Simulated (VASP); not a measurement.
# Sc (P6/mmm) in VASP: notebook

Sc is run at these levels: PBE; tasks: relaxation of cell and atoms, single point.

The COD entry that gives the cell may itself be a prediction, so a difference from it is no test against experiment.

Program: VASP 6.6.1. These are calculated values, not measurements. Logs are shortened: lines on timing, memory, paths and dates and some standing lists are left out, and cuts for length are marked.

## 1. The cell of the first run

Symmetry: P6/mmm, No. 191, hexagonal system. Conventional cell: a = 5.123 Å, b = 5.123 Å, c = 5.808 Å, α = 90.00°, β = 90.00°, γ = 120.00°. Within 3.7 Å of Sc (site symmetry 6mm) lie 8 Sc at 2.77 to 3.27 Å. Within 3.9 Å of Sc (site symmetry -6m2) lie 9 Sc at 2.96 to 3.27 Å.

## 2. Relaxation of cell and atoms, PBE

The input, INCAR:

```
PREC = Accurate ; ENCUT = 600
EDIFF = 1E-6 ; ISMEAR = 0
SIGMA = 0.1 ; LREAL = F
LASPH = T ; NELM = 100
ALGO = Normal ; ISIF = 3
LWAVE = F ; LCHARG = F
GGA = PE ; IBRION = 2
NSW = 100 ; EDIFFG = -0.01
```

The input, KPOINTS:

```
regular mesh
0
Gamma
  12 12 8
```

The input, POSCAR:

```
Sc
1.0
    5.1232026697      0.0000000000      0.0000000000
   -2.5616013349      4.4368236607      0.0000000000
    0.0000000000      0.0000000000      5.8080781768
Sc
4
Direct
    0.0000000000      0.0000000000      0.2387640882
    0.0000000000      0.0000000000      0.7612359118
    0.3333333333      0.6666666667      0.0000000000
    0.6666666667      0.3333333333      0.0000000000
```

Potentials or basis: VASP PAW PBE potentials, release 64 (Sc_sv).

The run is started by

```sh
$ cat potpaw_PBE.64/Sc_sv/POTCAR > POTCAR
$ mpirun -np 1 vasp_std > vasp.out
```

OUTCAR:

```text
PREC = Accurate
   ENCUT = 600
   EDIFF = 1E-6
   ISMEAR = 0
   LREAL = F
   LASPH = T
   NELM = 100
   ISIF = 3
   GGA = PE
   IBRION = 2
   NSW = 100
   EDIFFG = -0.01

 ion  position               nearest neighbor table
   1  0.000  0.000  0.239-   2 2.77   2 3.03   3 3.27   4 3.27   4 3.27   3 3.27   4 3.27   3 3.27

   2  0.000  0.000  0.761-   1 2.77   1 3.03   4 3.27   3 3.27   4 3.27   3 3.27   4 3.27   3 3.27

   3  0.333  0.667  0.000-   4 2.96   4 2.96   4 2.96   1 3.27   2 3.27   2 3.27   1 3.27   2 3.27
                             1 3.27
   4  0.667  0.333  0.000-   3 2.96   3 2.96   3 2.96   1 3.27   2 3.27   1 3.27   2 3.27   1 3.27
                             2 3.27

  LATTYP: Found a hexagonal cell.
 ALAT       =     5.1232026697
 C/A-ratio  =     1.1336811271

  Lattice vectors:

 A1 = (   5.1232026697,   0.0000000000,   0.0000000000)
 A2 = (  -2.5616013349,   4.4368236607,   0.0000000000)
 A3 = (   0.0000000000,   0.0000000000,   5.8080781768)

Analysis of symmetry for initial positions (statically):
=====================================================================
 Subroutine PRICEL returns:
 Original cell was already a primitive cell.

 Routine SETGRP: Setting up the symmetry group for a
 hexagonal supercell.

 Subroutine GETGRP returns: Found 24 space group operations
 (whereof 24 operations were pure point group operations)
 out of a pool of 24 trial point group operations.

The static configuration has the point symmetry D_6h.

Analysis of symmetry for dynamics (positions and initial velocities):
=====================================================================
 Subroutine PRICEL returns:
 Original cell was already a primitive cell.

 Routine SETGRP: Setting up the symmetry group for a
 hexagonal supercell.

 Subroutine GETGRP returns: Found 24 space group operations
 (whereof 24 operations were pure point group operations)
 out of a pool of 24 trial point group operations.

The dynamic configuration has the point symmetry D_6h.

 Subroutine INISYM returns: Found 24 space group operations
 (whereof 24 operations are pure point group operations),
 and found     1 'primitive' translations

----------------------------------------------------------------------------------------

                                     Primitive cell

[... 95 lines left out ...]
   LREAL  =      F    real-space projection
   EDIFFG = -.1E-01   stopping-criterion for IOM
   NSW    =    100    number of steps for IOM
   IBRION =      2    ionic relax: 0-MD 1-quasi-New 2-CG
   NFREE  =      1    steps in history (QN), initial steepest desc. (CG)
   ISIF   =      3    stress and relaxation
   ISYM   =      2    0-nonsym 1-usesym 2-fastsym
   POTIM  = 0.5000    time-step for ionic-motion
   TEBEG  =    0.0;   TEEND  =   0.0 temperature during run
   PSTRESS=    0.0 pullay stress
   NELECT =      44.0000    total number of electrons
   NUPDOWN=      -1.0000    fix difference up-down
   EMIN   =  10.00;   EMAX   =-10.00  energy-range for DOS
   EFERMI =   0.00;   METHOD = LEGACY
   ISMEAR =     0;   SIGMA  =   0.10  broadening in eV -4-tet -1-fermi 0-gaus
   EFERMI_NEDOS =   21; number of points for ismear=-14 and -15
   IALGO  =     38    algorithm
   IMIX   =      4    mixing-type and parameters
     AMIX     =   0.40;   BMIX     =  1.00
     AMIX_MAG =   1.60;   BMIX_MAG =  1.00
  volume/ion in A,a.u.               =      33.01       222.73
  Fermi-wavevector in a.u.,A,eV,Ry     =   1.135038  2.144910 17.528534  1.288311
  Thomas-Fermi vector in A             =   2.271742
   LORBIT       =      0    0 simple, 1 ext, 2 COOP (PROOUT), +10 PAW based schemes
   GGA     = PE    functional components
   LHFCALC =     F    Hartree Fock is set to
   AEXX    =    0.0000 exact exchange contribution
   IVDW    =     0    specifies the selected vdW correction
   LEPSILON=     F    determine dielectric tensor
   LRPA    =     F    only Hartree local field effects (RPA)
 conjugate gradient relaxation of ions
 non-spin polarized calculation
 Gauss-broadening in eV      SIGMA  =   0.10
  energy-cutoff  :      600.00
  volume of cell :      132.02
 maximum number of plane-waves:      4469
 NGX is ok and might be reduce to    42
   NGX = 21   NGY = 21   NGZ = 23

--------------------------------------- Ionic step        1  -------------------------------------------

 number of electron      44.0000000 magnetization

 Free energy of the ion-electron system (eV)
  ---------------------------------------------------
  ext. energy  EPLUGINS =         0.00000000
  ---------------------------------------------------
  free energy    TOTEN  =       -21.90140115 eV

  energy without entropy =      -21.87333054  energy(sigma->0) =      -21.88736584

------------------------ aborting loop because EDIFF is reached ----------------------------------------

  FORCE on cell =-STRESS in cart. coord.  units (eV):
  Direction    XX          YY          ZZ          XY          YZ          ZX
  --------------------------------------------------------------------------------------
  -------------------------------------------------------------------------------------
  Total        0.0109448      0.0109448     -0.1689550     -0.0000000      0.0000000      0.0000000
  in kB        0.1328233      0.1328233     -2.0503848     -0.0000000      0.0000000      0.0000000
  external PRESSURE =      -0.5949127 kB  Pullay stress =       0.0000000 kB
[... 139 lines left out ...]
--------------------------------------- Ionic step        5  -------------------------------------------

 number of electron      44.0000003 magnetization

 Free energy of the ion-electron system (eV)
  ---------------------------------------------------
  ext. energy  EPLUGINS =         0.00000000
  ---------------------------------------------------
  free energy    TOTEN  =       -21.90179892 eV

  energy without entropy =      -21.87397032  energy(sigma->0) =      -21.88788462

 E-fermi :   1.9186     XC(G=0):  -8.4947

 val. band max:        1.9184207304   @ k =   0.0833   0.0833   0.0000
 cond. band min:       1.9190333729   @ k =   0.1667  -0.0000   0.2500
 fundamental gap:      0.0006126426
 Fermi energy:         1.9186072517

 k-point     1 :       0.0000    0.0000    0.0000
  band No.  band energies     occupation
      1     -47.7014      2.00000
      2     -47.6044      2.00000
      3     -47.6030      2.00000
      4     -47.5217      2.00000
      5     -26.6077      2.00000
      6     -26.3734      2.00000
[... 685 lines left out ...]
     25       2.6066      0.00000
     26       2.6848      0.00000

 [... further k-points ...]
[... 5 lines left out ...]
  --------------------------------------------------------------------------------------
  -------------------------------------------------------------------------------------
  Total       -0.0105196     -0.0105196     -0.0089057      0.0000000      0.0000000      0.0000000
  in kB       -0.1279476     -0.1279476     -0.1083180      0.0000000      0.0000000      0.0000000
  external PRESSURE =      -0.1214044 kB  Pullay stress =       0.0000000 kB
[... 19 lines left out ...]
  FREE ENERGIE OF THE ION-ELECTRON SYSTEM (eV)
  ---------------------------------------------------
  free  energy   TOTEN  =       -21.9017989228 eV

  energy  without entropy=      -21.8739703152  energy(sigma->0) =      -21.88788462

 reached required accuracy - stopping structural energy minimisation
```

OSZICAR:

```text
N       E                     dE             d eps       ncg     rms          rms(c)
DAV:   1     0.103147649313E+04    0.10315E+04   -0.21123E+04  4980   0.187E+03
DAV:   2     0.610202757884E+02   -0.97046E+03   -0.96206E+03  7372   0.809E+02
DAV:   3    -0.205386584410E+02   -0.81559E+02   -0.80368E+02  8196   0.328E+02
DAV:   4    -0.247574650222E+02   -0.42188E+01   -0.40291E+01  8312   0.646E+01
[... 39 lines left out ...]
DAV:   1    -0.219019051158E+02   -0.11406E-03   -0.66794E-03  6956   0.155E+00    0.665E-02
DAV:   2    -0.219019390392E+02   -0.33923E-04   -0.28160E-03  7672   0.545E-01    0.764E-02
DAV:   3    -0.219018093767E+02    0.12966E-03   -0.12565E-03  6840   0.349E-01    0.227E-02
DAV:   4    -0.219017993081E+02    0.10069E-04   -0.58902E-05  7814   0.762E-02    0.497E-03
DAV:   5    -0.219017989228E+02    0.38529E-06   -0.27920E-06  4792   0.186E-02
   5 F= -.21901799E+02 E0= -.21887885E+02  d E =-.934013E-04
```

Run time: 15 min. Hardware: 1 thread of AMD EPYC 9R45 (Zen 5), shared host; peak memory 0.46 GiB.

What came out:

```
Free energy                            : -21.9018 eV
Relaxed volume                         : 32.93 Å³/atom
Relaxed cell                           : a = 5.129 Å, b = 5.129 Å, c = 5.782 Å, α = 90.00°, β = 90.00°, γ = 120.00°
Space group after relaxing (to 0.05 Å) : P6/mmm (No. 191)
Energy gained by relaxing              : 0.1 meV/atom
Ionic steps                            : 5
Pressure after relaxing                : 0.0 GPa
Largest force after relaxing           : 0.008 eV/Å
Band gap on the k mesh                 : zero (band 22 reaches 1.95 eV, above the bottom of band 23 at 1.88 eV)
```

Forces in eV/Å, atoms in the order of the input:
```
Sc   0.000  0.000  0.008
Sc   0.000  0.000 -0.008
Sc   0.000  0.000  0.000
Sc   0.000  0.000  0.000
```

The path:
| step | energy change (eV) | largest force (eV/Å) | pressure (GPa) | volume (Å³) |
| --- | --- | --- | --- | --- |
| 1 | 0.0000 | 0.0210 | -0.06 | 132.02 |
| 2 | -0.0003 | 0.0073 | 0.00 | 131.79 |
| 3 | -0.0003 | 0.0244 | 0.03 | 131.66 |
| 4 | -0.0004 | 0.0112 | 0.01 | 131.71 |
| 5 | -0.0004 | 0.0085 | -0.01 | 131.73 |

Final structure:
```cif
data_structure
_symmetry_space_group_name_H-M 'P 1'
_symmetry_Int_Tables_number 1
_cell_length_a 5.1289
_cell_length_b 5.1289
_cell_length_c 5.7822
_cell_angle_alpha 90.000
_cell_angle_beta 90.000
_cell_angle_gamma 120.000
_cell_volume 131.73
loop_
_atom_site_label
_atom_site_type_symbol
_atom_site_fract_x
_atom_site_fract_y
_atom_site_fract_z
_atom_site_occupancy
Sc1 Sc 0.00000 0.00000 0.23872 1
Sc2 Sc 0.00000 0.00000 0.76128 1
Sc3 Sc 0.33333 0.66667 0.00000 1
Sc4 Sc 0.66667 0.33333 0.00000 1
```

Levels at points of the mesh, in eV from the Fermi level:
```tsv
k point	band 20	band 21	band 22	band 23	band 24	band 25
(0.00, 0.00, 0.00)	-0.47	-0.26	-0.09	0.08	0.08	0.26
(0.50, 0.00, 0.00)	-0.56	-0.34	-0.32	0.25	0.44	0.92
(0.00, 0.00, 0.50)	-0.63	-0.15	-0.15	0.36	0.51	0.51
(0.50, 0.00, 0.50)	-0.85	-0.48	-0.14	0.21	0.83	1.05
```

[end of part 1 of 2]
